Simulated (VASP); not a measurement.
# MoS2 (R3m) in VASP: single point with PBE

Aim: the single point of MoS2 with PBE.

All numbers are computed with VASP 6.6.1; they aren't measurements. Logs are shortened: lines on timing, memory, paths and dates and some standing lists are left out, and cuts for length are marked.

### 1 The cell of the first run

Symmetry: R3m, No. 160, trigonal system. Conventional cell: a = 3.185 Å, b = 3.185 Å, c = 22.070 Å, α = 90.00°, β = 90.00°, γ = 120.00°. Within 3.2 Å of Mo (site symmetry 3m) lie 6 S at 2.41 Å and 6 Mo at 3.19 Å. Within 3.2 Å of S (site symmetry 3m) lie 3 Mo at 2.41 Å and 7 S at 3.12 to 3.19 Å. S (site symmetry 3m) has 3 Mo at 2.41 Å and 7 S at 3.12 to 3.19 Å within 3.2 Å.

### 2 Single point, PBE

Input file INCAR:

```
ALGO = Normal
EDIFF = 1E-6
ENCUT = 520
GGA = PE
ISIF = 2
ISMEAR = 0
LASPH = True
LCHARG = False
LREAL = False
LWAVE = False
NBANDS = 20
NELM = 60
PREC = Accurate
SIGMA = 0.02
```

Input file KPOINTS:

```
k-points
0
Gamma
  12 12 12
```

Input file POSCAR:

```
MoS2
1.0
    1.5926121342      0.9194950444      7.3567629882
   -1.5926121342      0.9194950444      7.3567629882
    0.0000000000     -1.8389900888      7.3567629882
Mo S
1 2
Direct
   -0.0000106914     -0.0000106914     -0.0000106914
    0.7374509994      0.7374509994      0.7374509994
    0.5958596920      0.5958596920      0.5958596920
```

Potentials or basis: VASP PAW PBE potentials, release 64 (Mo_sv, S).

The run is started by

```bash
cat potpaw_PBE.64/Mo_sv/POTCAR potpaw_PBE.64/S/POTCAR > POTCAR
mpirun -np 1 vasp_std > vasp.out
```

OUTCAR:

```text
EDIFF = 1E-6
   ENCUT = 520
   GGA = PE
   ISIF = 2
   ISMEAR = 0
   LASPH = True
   LREAL = False
   NELM = 60
   PREC = Accurate

 ion  position               nearest neighbor table
   1  1.000  1.000  1.000-   2 2.41   2 2.41   2 2.41   3 2.41   3 2.41   3 2.41
   2  0.737  0.737  0.737-   1 2.41   1 2.41   1 2.41
   3  0.596  0.596  0.596-   1 2.41   1 2.41   1 2.41

  LATTYP: Found a trigonal (rhomboedric) cell.
 ALAT       =     7.5831290515
 COS(alpha) =     0.9117828258

  Lattice vectors:

 A1 = (   1.5926121342,   0.9194950444,   7.3567629882)
 A2 = (  -1.5926121342,   0.9194950444,   7.3567629882)
 A3 = (   0.0000000000,  -1.8389900888,   7.3567629882)

Analysis of symmetry for initial positions (statically):
=====================================================================
 Subroutine PRICEL returns:
 Original cell was already a primitive cell.

 Routine SETGRP: Setting up the symmetry group for a
 trigonal (rhombohedral) supercell.

 Subroutine GETGRP returns: Found  6 space group operations
 (whereof  6 operations were pure point group operations)
 out of a pool of 12 trial point group operations.

The static configuration has the point symmetry C_3v.

Analysis of symmetry for dynamics (positions and initial velocities):
=====================================================================
 Subroutine PRICEL returns:
 Original cell was already a primitive cell.

 Routine SETGRP: Setting up the symmetry group for a
 trigonal (rhombohedral) supercell.

 Subroutine GETGRP returns: Found  6 space group operations
 (whereof  6 operations were pure point group operations)
 out of a pool of 12 trial point group operations.

The dynamic configuration has the point symmetry C_3v.

 Subroutine INISYM returns: Found  6 space group operations
 (whereof  6 operations are pure point group operations),
 and found     1 'primitive' translations

----------------------------------------------------------------------------------------

                                     Primitive cell

  volume of cell :      64.6394

  direct lattice vectors                    reciprocal lattice vectors
     1.592612134  0.919495044  7.356762988     0.313949636  0.181258907  0.045309783
    -1.592612134  0.919495044  7.356762988    -0.313949636  0.181258907  0.045309783
[... 77 lines left out ...]
 SYSTEM =  unknown system
   PREC   = accura    normal or accurate (medium, high low for compatibility)
   ISTART =      0    job   : 0-new  1-cont  2-samecut
   ICHARG =      2    charge: 1-file 2-atom 10-const
   ISPIN  =      1    spin polarized calculation?
   LNONCOLLINEAR =      F non collinear calculations
   LSORBIT =      F    spin-orbit coupling
   LASPH  =      T    aspherical Exc in radial PAW
   ENCUT  =  520.0 eV  38.22 Ry    6.18 a.u.  14.10 14.10 14.10*2*pi/ulx,y,z
   NELM   =     60;   NELMIN=  2; NELMDL= -5     # of ELM steps
   EDIFF  = 0.1E-05   stopping-criterion for ELM
   LREAL  =      F    real-space projection
   EDIFFG = 0.1E-04   stopping-criterion for IOM
   NSW    =      0    number of steps for IOM
   IBRION =     -1    ionic relax: 0-MD 1-quasi-New 2-CG
   NFREE  =      0    steps in history (QN), initial steepest desc. (CG)
   ISIF   =      2    stress and relaxation
   ISYM   =      2    0-nonsym 1-usesym 2-fastsym
   POTIM  = 0.5000    time-step for ionic-motion
   TEBEG  =    0.0;   TEEND  =   0.0 temperature during run
   PSTRESS=    0.0 pullay stress
   NELECT =      26.0000    total number of electrons
   NUPDOWN=      -1.0000    fix difference up-down
   EMIN   =  10.00;   EMAX   =-10.00  energy-range for DOS
   EFERMI =   0.00;   METHOD = LEGACY
   ISMEAR =     0;   SIGMA  =   0.02  broadening in eV -4-tet -1-fermi 0-gaus
   EFERMI_NEDOS =   21; number of points for ismear=-14 and -15
   IALGO  =     38    algorithm
   IMIX   =      4    mixing-type and parameters
     AMIX     =   0.40;   BMIX     =  1.00
     AMIX_MAG =   1.60;   BMIX_MAG =  1.00
  volume/ion in A,a.u.               =      21.55       145.40
  Fermi-wavevector in a.u.,A,eV,Ry     =   1.208463  2.283665 19.869725  1.460384
  Thomas-Fermi vector in A             =   2.344070
   LORBIT       =      0    0 simple, 1 ext, 2 COOP (PROOUT), +10 PAW based schemes
   GGA     = PE    functional components
   LHFCALC =     F    Hartree Fock is set to
   AEXX    =    0.0000 exact exchange contribution
   IVDW    =     0    specifies the selected vdW correction
   LEPSILON=     F    determine dielectric tensor
   LRPA    =     F    only Hartree local field effects (RPA)
 non-spin polarized calculation
 Gauss-broadening in eV      SIGMA  =   0.02
  energy-cutoff  :      520.00
  volume of cell :       64.64
 maximum number of plane-waves:      1756
   NGX = 29   NGY = 29   NGZ = 29

 number of electron      26.0000001 magnetization

 Free energy of the ion-electron system (eV)
  ---------------------------------------------------
  ext. energy  EPLUGINS =         0.00000000
  ---------------------------------------------------
  free energy    TOTEN  =       -21.85753500 eV

  energy without entropy =      -21.85753500  energy(sigma->0) =      -21.85753500

 E-fermi :   5.0962     XC(G=0):  -9.4852

 val. band max:        4.8654916416   @ k =   0.5000   0.5000   0.5000
 cond. band min:       6.3122910324   @ k =  -0.1667   0.5000   0.1667
 fundamental gap:      1.4467993908
 Fermi energy:         5.0961504872

 k-point     1 :       0.0000    0.0000    0.0000
  band No.  band energies     occupation
      1     -56.2200      2.00000
      2     -30.3575      2.00000
      3     -30.1559      2.00000
      4     -30.1559      2.00000
      5      -9.4253      2.00000
      6      -8.0964      2.00000
[... 541 lines left out ...]
     19      13.5510      0.00000
     20      13.9651      0.00000

 [... further k-points ...]
[... 5 lines left out ...]
  --------------------------------------------------------------------------------------
  -------------------------------------------------------------------------------------
  Total       -0.0390957     -0.0390957     -0.0486244      0.0000000      0.0000000     -0.0000000
  in kB       -0.9690415     -0.9690415     -1.2052218      0.0000000      0.0000000     -0.0000000
  external PRESSURE =      -1.0477683 kB  Pullay stress =       0.0000000 kB

 VOLUME and BASIS-vectors are now :
 -----------------------------------------------------------------------------
  energy-cutoff  :      520.00
  volume of cell :       64.64
      direct lattice vectors                 reciprocal lattice vectors
     1.592612134  0.919495044  7.356762988     0.313949636  0.181258907  0.045309783
    -1.592612134  0.919495044  7.356762988    -0.313949636  0.181258907  0.045309783
     0.000000000 -1.838990089  7.356762988     0.000000000 -0.362517814  0.045309783

 POSITION                                       TOTAL-FORCE (eV/Angst)
 -----------------------------------------------------------------------------------
      0.00000      0.00000     22.07005         0.000000      0.000000      0.000017
      0.00000      0.00000     16.27576         0.000000     -0.000000     -0.010662
      0.00000      0.00000     13.15080         0.000000     -0.000000      0.010645
 -----------------------------------------------------------------------------------
    total drift:                                0.000000     -0.000000     -0.000034

  FREE ENERGIE OF THE ION-ELECTRON SYSTEM (eV)
  ---------------------------------------------------
  free  energy   TOTEN  =       -21.8575349972 eV

  energy  without entropy=      -21.8575349972  energy(sigma->0) =      -21.85753500
```

OSZICAR:

```text
N       E                     dE             d eps       ncg     rms          rms(c)
DAV:   1     0.187544167747E+03    0.18754E+03   -0.13195E+04  7640   0.120E+03
DAV:   2    -0.153537050696E+02   -0.20290E+03   -0.19768E+03  9380   0.310E+02
DAV:   3    -0.232704930650E+02   -0.79168E+01   -0.78365E+01  9460   0.575E+01
DAV:   4    -0.233787775674E+02   -0.10828E+00   -0.10822E+00  9544   0.699E+00
DAV:   5    -0.233808288367E+02   -0.20513E-02   -0.20512E-02  9596   0.917E-01    0.235E+01
DAV:   6    -0.222739759920E+02    0.11069E+01   -0.11347E+01  8104   0.200E+01    0.878E+00
DAV:   7    -0.219731536608E+02    0.30082E+00   -0.42783E+00  7916   0.117E+01    0.572E+00
DAV:   8    -0.218583304422E+02    0.11482E+00   -0.58664E-01  8744   0.466E+00    0.160E+00
DAV:   9    -0.218586903087E+02   -0.35987E-03   -0.24260E-02  8912   0.951E-01    0.613E-01
DAV:  10    -0.218574856211E+02    0.12047E-02   -0.98467E-03  8608   0.657E-01    0.124E-01
DAV:  11    -0.218575066513E+02   -0.21030E-04   -0.59232E-04  8684   0.168E-01    0.591E-02
DAV:  12    -0.218575096258E+02   -0.29745E-05   -0.10038E-04  8844   0.645E-02    0.237E-02
DAV:  13    -0.218575333654E+02   -0.23740E-04   -0.62901E-05  8028   0.437E-02    0.227E-02
DAV:  14    -0.218575346964E+02   -0.13309E-05   -0.55863E-06  9164   0.152E-02    0.694E-03
DAV:  15    -0.218575349972E+02   -0.30084E-06   -0.52325E-07  6136   0.521E-03
   1 F= -.21857535E+02 E0= -.21857535E+02  d E =-.112187E-62
```

stdout:

```text
POSCAR found type information on POSCAR MoS
 POSCAR found :  2 types and       3 ions
 scaLAPACK will be used
 LDA part: xc-table for (Slater+PW92), standard interpolation
 POSCAR, INCAR and KPOINTS ok, starting setup
 FFT: planning ... GRIDC
 FFT: planning ... GRID_SOFT
 FFT: planning ... GRID
 WAVECAR not read
 entering main loop
```

Wall time 22 min (1 thread of Intel Xeon 8259CL, shared host); peak memory 0.53 GiB.

What came out:

| Property | Result |
| --- | --- |
| Free energy | -21.8575 eV |
| Pressure | -0.1 GPa |
| Largest force | 0.011 eV/Å |
| Band gap on the k mesh | 1.45 eV (least direct gap 1.68 eV) |

Forces on the atoms (eV/Å):
```
Mo   0.000  0.000  0.000
S    0.000  0.000 -0.011
S    0.000  0.000  0.011
```

Levels at points of the mesh, in eV from the valence-band top:
```
           k point  band 10  band 11  band 12  band 13  band 14  band 15  band 16  band 17
(0.00, 0.00, 0.00)    -1.72    -1.72    -1.67    -0.41     2.54     2.54     2.79     2.79
(0.50, 0.00, 0.00)    -3.37    -2.04    -1.19    -0.87     2.02     2.51     3.73     4.06
(0.50, 0.50, 0.00)    -3.37    -2.15    -1.20    -0.82     2.02     2.55     3.58     4.11
(0.50, 0.50, 0.50)    -2.28    -1.72    -1.72     0.00     2.54     2.54     2.78     2.78
```

A k mesh can miss the band edges. Expect the measured gap to be larger: semilocal functionals such as PBE lack the derivative discontinuity.
